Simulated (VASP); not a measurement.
# SbOs in VASP: notebook

The runs below take SbOs through single point, with PBE, r2SCAN.

Program: VASP 6.6.1. These are calculated values, not measurements. Logs are shortened: lines on timing, memory, paths and dates and some standing lists are left out, and cuts for length are marked.

### Step 1. The cell of the first run

The structure is cubic, space group Fm-3m (No. 225). Conventional cell: a = 5.602 Å, b = 5.602 Å, c = 5.602 Å, α = 90.00°, β = 90.00°, γ = 90.00°. Os (site symmetry m-3m) has 6 Sb at 2.80 Å within 3.7 Å. Within 3.7 Å of Sb (site symmetry m-3m) lie 6 Os at 2.80 Å.

### Step 2. Single point, PBE (volume scaled by 1.100)

Input file INCAR:

```
  ALGO = Normal
  EDIFF = 1E-6
  ENCUT = 520
  GGA = PE
  ISIF = 2
  ISMEAR = 0
  LASPH = True
  LCHARG = True
  LELF = True
  LREAL = False
  LVHAR = True
  LWAVE = False
  NBANDS = 14
  NELM = 60
  PREC = Accurate
  SIGMA = 0.05
```

Input file KPOINTS:

```
k-points
0
Gamma
  12 12 12
```

Input file POSCAR:

```
SbOs
1.0
    0.0000000000      2.8012127514      2.8012127514
    2.8012127514      0.0000000000      2.8012127514
    2.8012127514      2.8012127514      0.0000000000
Os Sb
1 1
Direct
    0.5000000000      0.5000000000      0.5000000000
    0.0000000000      0.0000000000      0.0000000000
```

Potentials or basis: VASP PAW PBE potentials, release 64 (Os, Sb).

Command:

```console
$ cat potpaw_PBE.64/Os/POTCAR potpaw_PBE.64/Sb/POTCAR > POTCAR
$ mpirun -np 1 vasp_std > vasp.out
```

OUTCAR:

```text
EDIFF = 1E-6
   ENCUT = 520
   GGA = PE
   ISIF = 2
   ISMEAR = 0
   LASPH = True
   LREAL = False
   NELM = 60
   PREC = Accurate

 ion  position               nearest neighbor table
   1  0.500  0.500  0.500-   2 2.80   2 2.80   2 2.80   2 2.80   2 2.80   2 2.80
   2  0.000  0.000  0.000-   1 2.80   1 2.80   1 2.80   1 2.80   1 2.80   1 2.80

  LATTYP: Found a face centered cubic cell.
 ALAT       =     5.6024255028

  Lattice vectors:

 A1 = (   0.0000000000,   2.8012127514,   2.8012127514)
 A2 = (   2.8012127514,   0.0000000000,   2.8012127514)
 A3 = (   2.8012127514,   2.8012127514,   0.0000000000)

Analysis of symmetry for initial positions (statically):
=====================================================================
 Subroutine PRICEL returns:
 Original cell was already a primitive cell.

 Routine SETGRP: Setting up the symmetry group for a
 face centered cubic supercell.

 Subroutine GETGRP returns: Found 48 space group operations
 (whereof 48 operations were pure point group operations)
 out of a pool of 48 trial point group operations.

The static configuration has the point symmetry O_h .

Analysis of symmetry for dynamics (positions and initial velocities):
=====================================================================
 Subroutine PRICEL returns:
 Original cell was already a primitive cell.

 Routine SETGRP: Setting up the symmetry group for a
 face centered cubic supercell.

 Subroutine GETGRP returns: Found 48 space group operations
 (whereof 48 operations were pure point group operations)
 out of a pool of 48 trial point group operations.

The dynamic configuration has the point symmetry O_h .

 Subroutine INISYM returns: Found 48 space group operations
 (whereof 48 operations are pure point group operations),
 and found     1 'primitive' translations

----------------------------------------------------------------------------------------

                                     Primitive cell

  volume of cell :      43.9611

  direct lattice vectors                    reciprocal lattice vectors
     0.000000000  2.801212751  2.801212751    -0.178494118  0.178494118  0.178494118
     2.801212751  0.000000000  2.801212751     0.178494118 -0.178494118  0.178494118
     2.801212751  2.801212751  0.000000000     0.178494118  0.178494118 -0.178494118

  length of vectors
     3.961513064  3.961513064  3.961513064     0.309160882  0.309160882  0.309160882

  position of ions in fractional coordinates (direct lattice)
     0.500000000  0.500000000  0.500000000
     0.000000000  0.000000000  0.000000000

  ion indices of the primitive-cell ions
   primitive index   ion index
                 1           1
                 2           2

----------------------------------------------------------------------------------------

 KPOINTS: k-points

Automatic generation of k-mesh.
 Grid dimensions read from file:
 generate k-points for:   12   12   12

 Generating k-lattice:

  Cartesian coordinates                     Fractional coordinates (reciprocal lattice)
    -0.014874510  0.014874510  0.014874510     0.083333333  0.000000000  0.000000000
     0.014874510 -0.014874510  0.014874510     0.000000000  0.083333333  0.000000000
     0.014874510  0.014874510 -0.014874510     0.000000000  0.000000000  0.083333333

  Length of vectors
     0.025763407  0.025763407  0.025763407

  Shift w.r.t. Gamma in fractional coordinates (k-lattice)
     0.000000000  0.000000000  0.000000000

 Subroutine IBZKPT returns following result:
 ===========================================

 Found     72 irreducible k-points:

 Following reciprocal coordinates:
            Coordinates               Weight
  0.000000  0.000000  0.000000      1.000000
  0.083333  0.000000  0.000000      8.000000
  0.166667  0.000000  0.000000      8.000000
  0.250000  0.000000  0.000000      8.000000
  0.333333  0.000000  0.000000      8.000000
  0.416667  0.000000  0.000000      8.000000
[... 16 lines left out ...]
  0.500000  0.166667  0.000000     24.000000
 -0.416667  0.166667  0.000000     24.000000
 [... further k-points ...]
   k-points           NKPTS =     72   k-points in BZ     NKDIM =     72   number of bands    NBANDS=     14
   number of dos      NEDOS =    301   number of ions     NIONS =      2
   total plane-waves  NPLWV =  27000
   dimension x,y,z NGX =    30 NGY =   30 NGZ =   30
   dimension x,y,z NGXF=    60 NGYF=   60 NGZF=   60
   ions per type =               1   1
   NGX,Y,Z   is equivalent  to a cutoff of  12.59, 12.59, 12.59 a.u.
   NGXF,Y,Z  is equivalent  to a cutoff of  25.18, 25.18, 25.18 a.u.
 SYSTEM =  unknown system
   PREC   = accura    normal or accurate (medium, high low for compatibility)
   ISTART =      0    job   : 0-new  1-cont  2-samecut
   ICHARG =      2    charge: 1-file 2-atom 10-const
   ISPIN  =      1    spin polarized calculation?
   LNONCOLLINEAR =      F non collinear calculations
   LSORBIT =      F    spin-orbit coupling
   LASPH  =      T    aspherical Exc in radial PAW
   ENCUT  =  520.0 eV  38.22 Ry    6.18 a.u.   7.37  7.37  7.37*2*pi/ulx,y,z
   NELM   =     60;   NELMIN=  2; NELMDL= -5     # of ELM steps
   EDIFF  = 0.1E-05   stopping-criterion for ELM
   LREAL  =      F    real-space projection
   EDIFFG = 0.1E-04   stopping-criterion for IOM
   NSW    =      0    number of steps for IOM
   IBRION =     -1    ionic relax: 0-MD 1-quasi-New 2-CG
   NFREE  =      0    steps in history (QN), initial steepest desc. (CG)
   ISIF   =      2    stress and relaxation
   ISYM   =      2    0-nonsym 1-usesym 2-fastsym
   POTIM  = 0.5000    time-step for ionic-motion
   TEBEG  =    0.0;   TEEND  =   0.0 temperature during run
   PSTRESS=    0.0 pullay stress
   NELECT =      13.0000    total number of electrons
   NUPDOWN=      -1.0000    fix difference up-down
   EMIN   =  10.00;   EMAX   =-10.00  energy-range for DOS
   EFERMI =   0.00;   METHOD = LEGACY
   ISMEAR =     0;   SIGMA  =   0.05  broadening in eV -4-tet -1-fermi 0-gaus
   EFERMI_NEDOS =   21; number of points for ismear=-14 and -15
   IALGO  =     38    algorithm
   IMIX   =      4    mixing-type and parameters
     AMIX     =   0.40;   BMIX     =  1.00
     AMIX_MAG =   1.60;   BMIX_MAG =  1.00
  volume/ion in A,a.u.               =      21.98       148.33
  Fermi-wavevector in a.u.,A,eV,Ry     =   1.090686  2.061098 16.185444  1.189597
  Thomas-Fermi vector in A             =   2.226916
   LORBIT       =      0    0 simple, 1 ext, 2 COOP (PROOUT), +10 PAW based schemes
   GGA     = PE    functional components
   LHFCALC =     F    Hartree Fock is set to
   AEXX    =    0.0000 exact exchange contribution
   IVDW    =     0    specifies the selected vdW correction
   LEPSILON=     F    determine dielectric tensor
   LRPA    =     F    only Hartree local field effects (RPA)
 non-spin polarized calculation
 Gauss-broadening in eV      SIGMA  =   0.05
  energy-cutoff  :      520.00
  volume of cell :       43.96
 maximum number of plane-waves:      1243
 NGX is ok and might be reduce to    30
   NGX = 15   NGY = 15   NGZ = 15

 number of electron      13.0000002 magnetization

 Free energy of the ion-electron system (eV)
  ---------------------------------------------------
  ext. energy  EPLUGINS =         0.00000000
  ---------------------------------------------------
  free energy    TOTEN  =       -13.27643243 eV

  energy without entropy =      -13.27143973  energy(sigma->0) =      -13.27393608

 E-fermi :   7.1831     XC(G=0): -11.1900

 val. band max:        7.1777085214   @ k =   0.5000   0.5000   0.0000
 cond. band min:       7.1984854530   @ k =   0.4167   0.1667   0.0833
 fundamental gap:      0.0207769315
 Fermi energy:         7.1830732550

 k-point     1 :       0.0000    0.0000    0.0000
  band No.  band energies     occupation
      1      -4.4519      2.00000
      2       5.6984      2.00000
      3       5.6984      2.00000
      4       5.6984      2.00000
      5       5.8985      2.00000
      6       5.8985      2.00000
      7       8.6318      0.00000
      8       8.6318      0.00000
      9       8.6318      0.00000
     10      12.2350      0.00000
     11      15.3222      0.00000
     12      18.5796      0.00000
     13      18.5858      0.00000
     14      18.6000      0.00000

 k-point     2 :       0.0833    0.0000    0.0000
  band No.  band energies     occupation
      1      -4.3507      2.00000
      2       5.5047      2.00000
      3       5.5805      2.00000
      4       5.5805      2.00000
      5       5.8067      2.00000
      6       5.8067      2.00000
      7       8.1417      0.00000
      8       8.9961      0.00000
      9       8.9961      0.00000
     10      12.8949      0.00000
     11      15.3450      0.00000
     12      17.4469      0.00000
     13      17.8261      0.00000
     14      17.8261      0.00000

 k-point     3 :       0.1667    0.0000    0.0000
  band No.  band energies     occupation
      1      -4.0519      2.00000
      2       4.8305      2.00000
      3       5.0629      2.00000
      4       5.0629      2.00000
      5       5.9491      2.00000
      6       5.9491      2.00000
      7       7.4564      0.00000
      8       9.8133      0.00000
      9       9.8133      0.00000
     10      13.8939      0.00000
     11      15.2800      0.00000
     12      16.8073      0.00000
     13      16.8073      0.00000
     14      16.9008      0.00000

 k-point     4 :       0.2500    0.0000    0.0000
  band No.  band energies     occupation
      1      -3.5724      2.00000
      2       3.7242      2.00000
      3       4.5377      2.00000
      4       4.5377      2.00000
      5       6.1841      2.00000
      6       6.1841      2.00000
      7       7.1245      1.90220
      8      10.7664      0.00000
      9      10.7664      0.00000
     10      13.4008      0.00000
     11      15.7365      0.00000
     12      15.7365      0.00000
     13      16.2180      0.00000
     14      17.1991      0.00000

 k-point     5 :       0.3333    0.0000    0.0000
  band No.  band energies     occupation
      1      -2.9530      2.00000
      2       2.5051      2.00000
      3       4.1248      2.00000
      4       4.1248      2.00000
      5       6.4470      2.00000
      6       6.4470      2.00000
      7       7.0360      1.99997
      8      11.6903      0.00000
      9      11.6903      0.00000
     10      12.4718      0.00000
     11      14.7497      0.00000
[... 276 lines left out ...]
 k-point    22 :       0.4167    0.1667    0.0000
  band No.  band energies     occupation
      1      -2.5795      2.00000
      2       2.2544      2.00000
      3       3.9283      2.00000
      4       4.3626      2.00000
      5       6.1894      2.00000
      6       6.7428      2.00000
      7       7.1505      1.64266
      8       9.9050      0.00000
      9      10.8512      0.00000
     10      12.3002      0.00000
     11      14.5135      0.00000
     12      16.3101      0.00000
     13      17.3417      0.00000
     14      19.2033      0.00000

 k-point    23 :       0.5000    0.1667    0.0000
  band No.  band energies     occupation
      1      -2.0970      2.00000
      2       1.6138      2.00000
      3       3.7172      2.00000
      4       4.0629      2.00000
      5       6.4595      2.00000
      6       6.8216      2.00000
      7       7.0231      1.99999
      8      10.3675      0.00000
      9      10.5662      0.00000
     10      12.3233      0.00000
     11      14.7253      0.00000
     12      15.9511      0.00000
     13      17.6415      0.00000
     14      19.4003      0.00000

 k-point    24 :      -0.4167    0.1667    0.0000
  band No.  band energies     occupation
      1      -1.9863      2.00000
      2       1.4504      2.00000
      3       3.7305      2.00000
      4       3.9120      2.00000
      5       6.6963      2.00000
      6       6.7222      2.00000
      7       6.9826      2.00000
      8       9.8861      0.00000
      9      11.3682      0.00000
     10      12.2383      0.00000
     11      15.1084      0.00000
     12      15.4956      0.00000
     13      17.6413      0.00000
     14      19.6242      0.00000

 [... further k-points ...]
[... 5 lines left out ...]
  --------------------------------------------------------------------------------------
  -------------------------------------------------------------------------------------
  Total       -3.1923174     -3.1923174     -3.1923174     -0.0000000      0.0000000      0.0000000
  in kB     -116.3451715   -116.3451715   -116.3451715     -0.0000000      0.0000000      0.0000000
  external PRESSURE =    -116.3451715 kB  Pullay stress =       0.0000000 kB

 VOLUME and BASIS-vectors are now :
 -----------------------------------------------------------------------------
  energy-cutoff  :      520.00
  volume of cell :       43.96
      direct lattice vectors                 reciprocal lattice vectors
     0.000000000  2.801212751  2.801212751    -0.178494118  0.178494118  0.178494118
     2.801212751  0.000000000  2.801212751     0.178494118 -0.178494118  0.178494118
     2.801212751  2.801212751  0.000000000     0.178494118  0.178494118 -0.178494118

 POSITION                                       TOTAL-FORCE (eV/Angst)
 -----------------------------------------------------------------------------------
      2.80121      2.80121      2.80121         0.000000      0.000000      0.000000
      0.00000      0.00000      0.00000         0.000000      0.000000     -0.000000
 -----------------------------------------------------------------------------------
    total drift:                               -0.000000     -0.000000      0.000000

  FREE ENERGIE OF THE ION-ELECTRON SYSTEM (eV)
  ---------------------------------------------------
  free  energy   TOTEN  =       -13.2764324307 eV

  energy  without entropy=      -13.2714397339  energy(sigma->0) =      -13.27393608
```

Wall time 20 s (1 thread of Intel Xeon 6975P-C (Granite Rapids), shared host); peak memory 0.2 GiB.

What came out:

```yaml
Free_energy: -13.2764 eV
Pressure: -11.6 GPa
```

Caveat: the cell differs from its parent crystal (volume scaled by 1.100); spin-orbit coupling is left out, which moves the levels of the heavy elements.

### Step 3. Single point, r2SCAN

This run uses another cell than the first one, of 19.98 Å³/atom, 0.909 times its volume.

Input file POSCAR:

```
SbOs
1.0
    0.0000000000      2.7136168850      2.7136168850
    2.7136168850      0.0000000000      2.7136168850
    2.7136168850      2.7136168850      0.0000000000
Os Sb
1 1
Direct
    0.5000000000      0.5000000000      0.5000000000
    0.0000000000      0.0000000000      0.0000000000
```

Input file INCAR.step1:

```
SYSTEM = SbOs
PREC = Accurate
ENCUT = 520
ISMEAR = 0
SIGMA = 0.05
LREAL = .False.
LASPH = .True.
NELM = 100
NBANDS = 14
GGA = PE
ALGO = Normal
EDIFF = 1E-4
LWAVE = .True.
LCHARG = .False.
```

Input file INCAR.step2:

```
SYSTEM = SbOs
PREC = Accurate
ENCUT = 520
EDIFF = 1E-7
ISMEAR = 0
SIGMA = 0.05
LREAL = .False.
LASPH = .True.
NELM = 100
ALGO = Normal
ISIF = 2
LWAVE = .False.
LCHARG = .True.
METAGGA = R2SCAN
LMIXTAU = .True.
LELF = .True.
LVHAR = .True.
NBANDS = 14
ISTART = 1
```

Input file KPOINTS:

```
Automatic mesh
0
Gamma
  12 12 12
  0 0 0
```

Potentials or basis: VASP PAW PBE potentials, release 64 (Os, Sb).

Command:

```console
$ cat potpaw_PBE.64/Os/POTCAR potpaw_PBE.64/Sb/POTCAR > POTCAR
$ cp INCAR.step1 INCAR
$ mpirun -np 1 vasp_std > vasp.out
$ cp INCAR.step2 INCAR
$ mpirun -np 1 vasp_std > vasp.out
```

Wall time 2.3 min (1 thread of Intel Xeon Platinum 8375C at 2.90GHz (Ice Lake), shared host); peak memory 0.2 GiB.

It converged, with:

```yaml
Free_energy: -76.7393 eV
Pressure: -3.3 GPa
```

Levels at points of the mesh, in eV from the Fermi level:
```tsv
k point	band 4	band 5	band 6	band 7	band 8	band 9
(0.00, 0.00, 0.00)	-1.92	-1.51	-1.51	1.68	1.68	1.68
(0.50, 0.00, 0.00)	-4.04	-0.63	-0.63	-0.19	4.99	6.64
(0.50, 0.50, 0.00)	-1.29	-1.29	-0.86	-0.10	-0.10	0.05
```

Caveat: the PAW data sets were made with another functional, which shifts forces and pressure a little; spin-orbit coupling is left out, which moves the levels of the heavy elements.

### Step 4. Single point, PBE

This run uses another cell than the first one, of 19.58 Å³/atom, 0.891 times its volume.

Input file INCAR:

```
  PREC = Accurate
  ENCUT = 520
  EDIFF = 1E-7
  ISMEAR = 0
  SIGMA = 0.05
  LREAL = False
  LASPH = True
  NELM = 60
  ALGO = Normal
  ISIF = 2
  LWAVE = False
  LCHARG = False
  GGA = PE
  NBANDS = 14
```

Input file KPOINTS:

```
Automatic mesh
0
Gamma
  12 12 12
```

Input file POSCAR:

```
SbOs
1.0
    0.0000000000      2.7136168850      2.7136168850
    2.6593445473      0.0000000000      2.7136168850
    2.6593445473      2.7136168850      0.0000000000
Os Sb
1 1
Direct
    0.5000000000      0.5000000000      0.5000000000
    0.0000000000      0.0000000000      0.0000000000
```

Command:

```console
$ cat potpaw_PBE.64/Os/POTCAR potpaw_PBE.64/Sb/POTCAR > POTCAR
$ mpirun -np 1 vasp_std > vasp.out
```

Run time: 92 s. Hardware: 1 thread of Intel Xeon Platinum 8375C at 2.90GHz (Ice Lake), shared host; peak memory 0.24 GiB.

The run converged. Its results:

| Quantity | Value |
| --- | --- |
| Free energy | -13.4220 eV |
| Pressure | 3.1 GPa |

Stress tensor (GPa, compression positive):
```
6.98 0.00 0.00
0.00 1.18 0.00
0.00 0.00 1.18
```

Levels at points of the mesh, in eV from the Fermi level:
```tsv
k point	band 3	band 4	band 5	band 6	band 7	band 8	band 9	band 10
(0.00, 0.00, 0.00)	-1.93	-1.77	-1.55	-1.54	1.63	1.67	1.67	6.51
(0.50, 0.00, 0.00)	-4.00	-3.96	-0.62	-0.60	-0.18	4.50	6.25	6.56
(0.50, 0.50, 0.00)	-3.13	-1.25	-1.11	-0.94	-0.07	-0.06	0.04	3.49
(0.00, 0.50, 0.50)	-3.08	-1.35	-1.35	-0.86	-0.09	-0.09	0.02	3.39
```

Caveat: spin-orbit coupling is left out, which moves the levels of the heavy elements.

(Continued in part 2 of 2.)
